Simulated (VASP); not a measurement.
# WS2 (P6_3/mmc) in VASP: further runs

Runs on WS2. Level: PBE+D3(BJ). Tasks: single point.

Everything below comes from runs of VASP 6.6.1. Logs are shortened: lines on timing, memory, paths and dates and some standing lists are left out, and cuts for length are marked.

### Step 1. The cell of the first run

The structure is hexagonal, space group P6_3/mmc (No. 194). Conventional cell: a = 3.280 Å, b = 3.280 Å, c = 11.169 Å, α = 90.00°, β = 90.00°, γ = 120.00°. Within 3.1 Å of W (site symmetry -6m2) lie 6 S at 2.38 Å. S (site symmetry 3m) has 3 W at 2.38 Å and 1 S at 2.90 Å within 3.1 Å.

### Step 2. Single point, PBE+D3(BJ) (strain +0.040 along x and y, -0.080 along z)

INCAR reads:

```
SYSTEM = WS2
  ALGO = Normal
  EDIFF = 1E-7
  ENCUT = 520
  GGA = PE
  ISIF = 2
  ISMEAR = 0
  IVDW = 12
  LASPH = .TRUE.
  LCHARG = .FALSE.
  LREAL = .FALSE.
  LWAVE = .FALSE.
  NBANDS = 35
  NELM = 80
  PREC = Accurate
  SIGMA = 0.05
```

KPOINTS reads:

```
k-points
0
G
  12 12 4
  0 0 0
```

POSCAR reads:

```
WS2
1.0
    3.2803744305      0.0000000000      0.0000000000
   -1.6401872153      2.8408875907      0.0000000000
    0.0000000000      0.0000000000     11.1687164036
W S
2 4
Direct
    0.3333333333      0.6666666667      0.2500000000
    0.6666666667      0.3333333333      0.7500000000
    0.3333333333      0.6666666667      0.6202874207
    0.6666666667      0.3333333333      0.1202874207
    0.3333333333      0.6666666667      0.8797125793
    0.6666666667      0.3333333333      0.3797125793
```

Potentials or basis: VASP PAW PBE potentials, release 64 (W_sv, S).

The run is started by

```
$ cat potpaw_PBE.64/W_sv/POTCAR potpaw_PBE.64/S/POTCAR > POTCAR
$ mpirun -np 1 vasp_std > vasp.out
```

OUTCAR:

```text
SYSTEM = WS2
   EDIFF = 1E-7
   ENCUT = 520
   GGA = PE
   ISIF = 2
   ISMEAR = 0
   IVDW = 12
   LASPH = .TRUE.
   LREAL = .FALSE.
   NELM = 80
   PREC = Accurate
 IVDW          = 12

 ion  position               nearest neighbor table
   1  0.333  0.667  0.250-   4 2.38   6 2.38   4 2.38   6 2.38   4 2.38   6 2.38
   2  0.667  0.333  0.750-   3 2.38   5 2.38   3 2.38   5 2.38   3 2.38   5 2.38
   3  0.333  0.667  0.620-   2 2.38   2 2.38   2 2.38
   4  0.667  0.333  0.120-   1 2.38   1 2.38   1 2.38
   5  0.333  0.667  0.880-   2 2.38   2 2.38   2 2.38
   6  0.667  0.333  0.380-   1 2.38   1 2.38   1 2.38

  LATTYP: Found a hexagonal cell.
 ALAT       =     3.2803744305
 C/A-ratio  =     3.4047077979

  Lattice vectors:

 A1 = (   3.2803744305,   0.0000000000,   0.0000000000)
 A2 = (  -1.6401872153,   2.8408875907,   0.0000000000)
 A3 = (   0.0000000000,   0.0000000000,  11.1687164036)

Analysis of symmetry for initial positions (statically):
=====================================================================
 Subroutine PRICEL returns:
 Original cell was already a primitive cell.

 Routine SETGRP: Setting up the symmetry group for a
 hexagonal supercell.

 Subroutine GETGRP returns: Found 24 space group operations
 (whereof 12 operations were pure point group operations)
 out of a pool of 24 trial point group operations.

The static configuration has the point symmetry D_3d.
 The point group associated with its full space group is D_6h.

Analysis of symmetry for dynamics (positions and initial velocities):
=====================================================================
 Subroutine PRICEL returns:
 Original cell was already a primitive cell.

 Routine SETGRP: Setting up the symmetry group for a
 hexagonal supercell.

 Subroutine GETGRP returns: Found 24 space group operations
 (whereof 12 operations were pure point group operations)
 out of a pool of 24 trial point group operations.

The dynamic configuration has the point symmetry D_3d.
 The point group associated with its full space group is D_6h.

 Subroutine INISYM returns: Found 24 space group operations
 (whereof 12 operations are pure point group operations),
 and found     1 'primitive' translations

----------------------------------------------------------------------------------------

                                     Primitive cell

  volume of cell :     104.0832

  direct lattice vectors                    reciprocal lattice vectors
     3.280374431  0.000000000  0.000000000     0.304843249  0.176001332  0.000000000
    -1.640187215  2.840887591  0.000000000     0.000000000  0.352002664  0.000000000
     0.000000000  0.000000000 11.168716404     0.000000000  0.000000000  0.089535804

  length of vectors
     3.280374431  3.280374430 11.168716404     0.352002664  0.352002664  0.089535804

  position of ions in fractional coordinates (direct lattice)
     0.333333333  0.666666667  0.250000000
     0.666666667  0.333333333  0.750000000
     0.333333333  0.666666667  0.620287421
     0.666666667  0.333333333  0.120287421
     0.333333333  0.666666667  0.879712579
     0.666666667  0.333333333  0.379712579

  ion indices of the primitive-cell ions
   primitive index   ion index
                 1           1
                 2           2
                 3           3
                 4           4
                 5           5
                 6           6

----------------------------------------------------------------------------------------

 KPOINTS: k-points

Automatic generation of k-mesh.
 Grid dimensions read from file:
 generate k-points for:   12   12    4

 Generating k-lattice:

  Cartesian coordinates                     Fractional coordinates (reciprocal lattice)
     0.025403604  0.014666778  0.000000000     0.083333333  0.000000000  0.000000000
     0.000000000  0.029333555  0.000000000     0.000000000  0.083333333  0.000000000
     0.000000000  0.000000000  0.022383951     0.000000000  0.000000000  0.250000000

  Length of vectors
     0.029333555  0.029333555  0.022383951

  Shift w.r.t. Gamma in fractional coordinates (k-lattice)
     0.000000000  0.000000000  0.000000000

 Subroutine IBZKPT returns following result:
 ===========================================

 Found     57 irreducible k-points:

 Following reciprocal coordinates:
            Coordinates               Weight
  0.000000  0.000000  0.000000      1.000000
  0.083333 -0.000000  0.000000      6.000000
  0.166667 -0.000000  0.000000      6.000000
  0.250000  0.000000  0.000000      6.000000
  0.333333 -0.000000  0.000000      6.000000
  0.416667  0.000000  0.000000      6.000000
[... 16 lines left out ...]
  0.250000  0.000000  0.250000     12.000000
  0.333333 -0.000000  0.250000     12.000000
 [... further k-points ...]
   k-points           NKPTS =     57   k-points in BZ     NKDIM =     57   number of bands    NBANDS=     35
   number of dos      NEDOS =    301   number of ions     NIONS =      6
   total plane-waves  NPLWV =  48384
   dimension x,y,z NGX =    24 NGY =   24 NGZ =   84
   dimension x,y,z NGXF=    48 NGYF=   48 NGZF=  168
   ions per type =               2   4
   NGX,Y,Z   is equivalent  to a cutoff of  12.16, 12.16, 12.50 a.u.
   NGXF,Y,Z  is equivalent  to a cutoff of  24.33, 24.33, 25.01 a.u.
 SYSTEM =  WS2
   PREC   = accura    normal or accurate (medium, high low for compatibility)
   ISTART =      0    job   : 0-new  1-cont  2-samecut
   ICHARG =      2    charge: 1-file 2-atom 10-const
   ISPIN  =      1    spin polarized calculation?
   LNONCOLLINEAR =      F non collinear calculations
   LSORBIT =      F    spin-orbit coupling
   LASPH  =      T    aspherical Exc in radial PAW
   ENCUT  =  520.0 eV  38.22 Ry    6.18 a.u.   6.10  6.10 20.77*2*pi/ulx,y,z
   NELM   =     80;   NELMIN=  2; NELMDL= -5     # of ELM steps
   EDIFF  = 0.1E-06   stopping-criterion for ELM
   LREAL  =      F    real-space projection
   EDIFFG = 0.1E-05   stopping-criterion for IOM
   NSW    =      0    number of steps for IOM
   IBRION =     -1    ionic relax: 0-MD 1-quasi-New 2-CG
   NFREE  =      0    steps in history (QN), initial steepest desc. (CG)
   ISIF   =      2    stress and relaxation
   ISYM   =      2    0-nonsym 1-usesym 2-fastsym
   POTIM  = 0.5000    time-step for ionic-motion
   TEBEG  =    0.0;   TEEND  =   0.0 temperature during run
   PSTRESS=    0.0 pullay stress
   NELECT =      52.0000    total number of electrons
   NUPDOWN=      -1.0000    fix difference up-down
   EMIN   =  10.00;   EMAX   =-10.00  energy-range for DOS
   EFERMI =   0.00;   METHOD = LEGACY
   ISMEAR =     0;   SIGMA  =   0.05  broadening in eV -4-tet -1-fermi 0-gaus
   EFERMI_NEDOS =   21; number of points for ismear=-14 and -15
   IALGO  =     38    algorithm
   IMIX   =      4    mixing-type and parameters
     AMIX     =   0.40;   BMIX     =  1.00
     AMIX_MAG =   1.60;   BMIX_MAG =  1.00
  volume/ion in A,a.u.               =      17.35       117.06
  Fermi-wavevector in a.u.,A,eV,Ry     =   1.299020  2.454791 22.959177  1.687452
  Thomas-Fermi vector in A             =   2.430310
   LORBIT       =      0    0 simple, 1 ext, 2 COOP (PROOUT), +10 PAW based schemes
   GGA     = PE    functional components
   LHFCALC =     F    Hartree Fock is set to
   AEXX    =    0.0000 exact exchange contribution
   IVDW    =    12    specifies the selected vdW correction
   LEPSILON=     F    determine dielectric tensor
   LRPA    =     F    only Hartree local field effects (RPA)
 non-spin polarized calculation
 Gauss-broadening in eV      SIGMA  =   0.05
  energy-cutoff  :      520.00
  volume of cell :      104.08
 maximum number of plane-waves:      2847
   NGX = 13   NGY = 13   NGZ = 41

 number of electron      51.9999987 magnetization

 Free energy of the ion-electron system (eV)
  ---------------------------------------------------
  ext. energy  EPLUGINS =         0.00000000
  ---------------------------------------------------
  free energy    TOTEN  =       -46.53116667 eV

  energy without entropy =      -46.53046815  energy(sigma->0) =      -46.53081741

 E-fermi :   8.2479     XC(G=0): -11.1152

 val. band max:        8.0532300423   @ k =   0.0000   0.0000   0.2500
 cond. band min:       8.2587505987   @ k =   0.3333   0.3333   0.0000
 fundamental gap:      0.2055205565
 Fermi energy:         8.2479088633

 k-point     1 :       0.0000    0.0000    0.0000
  band No.  band energies     occupation
      1     -66.8664      2.00000
      2     -66.8664      2.00000
      3     -31.0630      2.00000
      4     -31.0628      2.00000
      5     -31.0477      2.00000
      6     -31.0477      2.00000
[... 27 lines left out ...]
     34      10.5618      0.00000
     35      11.8386      0.00000

 k-point     2 :       0.0833   -0.0000    0.0000
  band No.  band energies     occupation
      1     -66.8657      2.00000
      2     -66.8657      2.00000
      3     -31.0654      2.00000
      4     -31.0654      2.00000
      5     -31.0598      2.00000
      6     -31.0596      2.00000
[... 27 lines left out ...]
     34      10.4644      0.00000
     35      12.3436      0.00000

 k-point     3 :       0.1667   -0.0000    0.0000
  band No.  band energies     occupation
      1     -66.8636      2.00000
      2     -66.8636      2.00000
      3     -31.1133      2.00000
      4     -31.1133      2.00000
      5     -31.0630      2.00000
      6     -31.0629      2.00000
[... 27 lines left out ...]
     34      10.6858      0.00000
     35      13.5498      0.00000

 k-point     4 :       0.2500    0.0000    0.0000
  band No.  band energies     occupation
      1     -66.8608      2.00000
      2     -66.8608      2.00000
      3     -31.1781      2.00000
      4     -31.1781      2.00000
      5     -31.0781      2.00000
      6     -31.0781      2.00000
[... 27 lines left out ...]
     34      11.3961      0.00000
     35      14.5180      0.00000

 k-point     5 :       0.3333   -0.0000    0.0000
  band No.  band energies     occupation
      1     -66.8580      2.00000
      2     -66.8580      2.00000
      3     -31.2421      2.00000
      4     -31.2421      2.00000
      5     -31.0933      2.00000
      6     -31.0933      2.00000
[... 638 lines left out ...]
 k-point    22 :       0.1667   -0.0000    0.2500
  band No.  band energies     occupation
      1     -66.8636      2.00000
      2     -66.8636      2.00000
      3     -31.1133      2.00000
      4     -31.1133      2.00000
      5     -31.0630      2.00000
      6     -31.0630      2.00000
[... 27 lines left out ...]
     34      10.6768      0.00000
     35      13.5740      0.00000

 k-point    23 :       0.2500    0.0000    0.2500
  band No.  band energies     occupation
      1     -66.8608      2.00000
      2     -66.8608      2.00000
      3     -31.1781      2.00000
      4     -31.1781      2.00000
      5     -31.0781      2.00000
      6     -31.0781      2.00000
[... 27 lines left out ...]
     34      11.3553      0.00000
     35      14.4688      0.00000

 k-point    24 :       0.3333   -0.0000    0.2500
  band No.  band energies     occupation
      1     -66.8580      2.00000
      2     -66.8580      2.00000
      3     -31.2421      2.00000
      4     -31.2421      2.00000
      5     -31.0933      2.00000
      6     -31.0933      2.00000
[... 27 lines left out ...]
     34      11.9284      0.00000
     35      13.3869      0.00000

 [... further k-points ...]

------------------------ aborting loop because EDIFF is reached ----------------------------------------

 Edisp (eV)   -2.63168

 E8    (eV) :    -1.1073

  FORCE on cell =-STRESS in cart. coord.  units (eV):
  Direction    XX          YY          ZZ          XY          YZ          ZX
  --------------------------------------------------------------------------------------
  -------------------------------------------------------------------------------------
  Total      -3.38270    -3.38270    11.78766     0.00000     0.00000     0.00000
  in kB     -52.07070   -52.07070   181.45027     0.00000     0.00000     0.00000
  external pressure =       25.77 kB  Pullay stress =        0.00 kB

 VOLUME and BASIS-vectors are now :
 -----------------------------------------------------------------------------
  energy-cutoff  :      520.00
  volume of cell :      104.08
      direct lattice vectors                 reciprocal lattice vectors
     3.280374431  0.000000000  0.000000000     0.304843249  0.176001332  0.000000000
    -1.640187215  2.840887591  0.000000000     0.000000000  0.352002664  0.000000000
     0.000000000  0.000000000 11.168716404     0.000000000  0.000000000  0.089535804

 POSITION                                       TOTAL-FORCE (eV/Angst)
 -----------------------------------------------------------------------------------
     -0.00000      1.89393      2.79218         0.000000      0.000000      0.000000
      1.64019      0.94696      8.37654        -0.000000     -0.000000      0.000000
     -0.00000      1.89393      6.92781         0.000000      0.000000     -1.530846
      1.64019      0.94696      1.34346        -0.000000     -0.000000     -1.530846
     -0.00000      1.89393      9.82526        -0.000000     -0.000000      1.530846
      1.64019      0.94696      4.24090        -0.000000     -0.000000      1.530846
 -----------------------------------------------------------------------------------
    total drift:                               -0.000000      0.000000     -0.000000

  FREE ENERGIE OF THE ION-ELECTRON SYSTEM (eV)
  ---------------------------------------------------
  free  energy   TOTEN  =       -49.1628442083 eV

  energy  without entropy=      -49.1621456841  energy(sigma->0) =      -49.16249495
```

It took 2.6 min on 1 thread of Intel Xeon Platinum 8488C (Sapphire Rapids), shared host; peak memory 0.32 GiB.

Results:

| Quantity | Value |
| --- | --- |
| Free energy | -49.1628 eV |
| Pressure | 2.6 GPa |
| Largest force | 1.531 eV/Å |
| Band gap on the k mesh | zero (band 26 reaches 8.44 eV, above the bottom of band 27 at 8.26 eV) |
| Dispersion energy per atom | -0.439 eV |

Forces on the atoms (eV/Å):
```
W    0.000  0.000  0.000
W    0.000  0.000  0.000
S    0.000  0.000 -1.531
S    0.000  0.000 -1.531
S    0.000  0.000  1.531
S    0.000  0.000  1.531
```

Caveat: the cell differs from its parent crystal (strain +0.040 along x and y, -0.080 along z); spin-orbit coupling is left out, which moves the levels of the heavy elements; pairwise dispersion overbinds metals, which lowers pressure and volume; forces of over 1 eV/Å act on the atoms, so gaps and moduli don't describe the material at rest.

### Step 3. Single point, PBE+D3(BJ) (strain +0.080 along x and y, -0.080 along z)

INCAR reads:

```
  ALGO = Normal
  EDIFF = 1E-6
  ENCUT = 520
  GGA = PE
  ISIF = 2
  ISMEAR = 0
  IVDW = 12
  LASPH = T
  LCHARG = F
  LREAL = F
  LWAVE = F
  NBANDS = 35
  NELM = 80
  PREC = Accurate
  SIGMA = 0.05
```

KPOINTS reads:

```
k-points
0
Gamma
  12 12 4
```

POSCAR: that of step 2 with these lines changed.

```diff
@@ -2,4 +2,4 @@
 1.0
-    3.2803744305      0.0000000000      0.0000000000
-   -1.6401872153      2.8408875907      0.0000000000
+    3.4065426778      0.0000000000      0.0000000000
+   -1.7032713389      2.9501524981      0.0000000000
     0.0000000000      0.0000000000     11.1687164036
```

Potentials or basis: VASP PAW PBE potentials, release 64 (W_sv, S).

The run is started by

```
$ cat potpaw_PBE.64/W_sv/POTCAR potpaw_PBE.64/S/POTCAR > POTCAR
$ mpirun -np 1 vasp_std > vasp.out
```

It took 3 min on 1 thread of Intel Xeon Platinum 8488C (Sapphire Rapids), shared host; peak memory 0.35 GiB.

It converged, with:

- Free energy: -48.5861 eV
- Pressure: -8.1 GPa
- Largest force: 0.649 eV/Å
- Band gap on the k mesh: zero (band 26 reaches 7.41 eV, above the bottom of band 27 at 7.13 eV)
- Dispersion energy per atom: -0.405 eV

Forces on the atoms (eV/Å):
```
W    0.000  0.000  0.000
W    0.000  0.000  0.000
S    0.000  0.000 -0.649
S    0.000  0.000 -0.649
S    0.000  0.000  0.649
S    0.000  0.000  0.649
```

Stress tensor (GPa, compression positive):
```
-16.74   0.00   0.00
  0.00 -16.74   0.00
  0.00   0.00   9.27
```

Levels at points of the mesh, in eV from the Fermi level:
```csv
k point,band 22,band 23,band 24,band 25,band 26,band 27,band 28,band 29,band 30,band 31
"(0.00, 0.00, 0.00)",-2.99,-2.99,-0.27,-0.27,0.27,1.57,1.57,1.60,1.60,1.84
"(0.50, 0.00, 0.00)",-2.71,-2.42,-2.02,-1.87,-1.30,1.07,1.19,1.35,1.35,2.73
"(0.00, 0.00, 0.50)",-3.07,-1.89,-1.89,0.26,0.26,1.57,1.57,1.57,1.57,2.07
"(0.50, 0.00, 0.50)",-2.88,-2.38,-2.38,-1.45,-1.45,1.13,1.13,1.35,1.35,3.10
```

Caveat: the cell differs from its parent crystal (strain +0.080 along x and y, -0.080 along z); spin-orbit coupling is left out, which moves the levels of the heavy elements; pairwise dispersion overbinds metals, which lowers pressure and volume.

(Continued in part 2 of 2.)
